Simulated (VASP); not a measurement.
A run of VASP 6.6.1 is set up as follows.

INCAR

```
SYSTEM = Sc
ALGO = Fast
EDIFF = 1E-6
ENCUT = 520
GGA = CA
ISIF = 2
ISMEAR = 0
LASPH = .True.
LCHARG = .True.
LELF = .True.
LREAL = .False.
LVHAR = .True.
LWAVE = .False.
NBANDS = 12
NELM = 80
PREC = Accurate
SIGMA = 0.15
```

Contents of KPOINTS:

```
k-points
0
Gamma
  20 20 20
  0 0 0
```

Contents of POSCAR:

```
Sc
1.0
    0.0000000000      2.1366223036      2.5639467643
    2.1366223036      0.0000000000      2.5639467643
    2.1366223036      2.1366223036      0.0000000000
Sc
1
Direct
    0.0000000000      0.0000000000      0.0000000000
```

Potentials or basis: VASP PAW LDA potentials, release 64 (Sc_sv).

The run is started by

```bash
$ cat potpaw_LDA.64/Sc_sv/POTCAR > POTCAR
$ mpirun -np 1 vasp_std > vasp.out
```

Estimate the pressure.

-2.5 GPa.

Stress tensor (GPa, compression positive):
```
-0.17  0.00  0.00
 0.00 -0.17  0.00
 0.00  0.00 -7.18
```
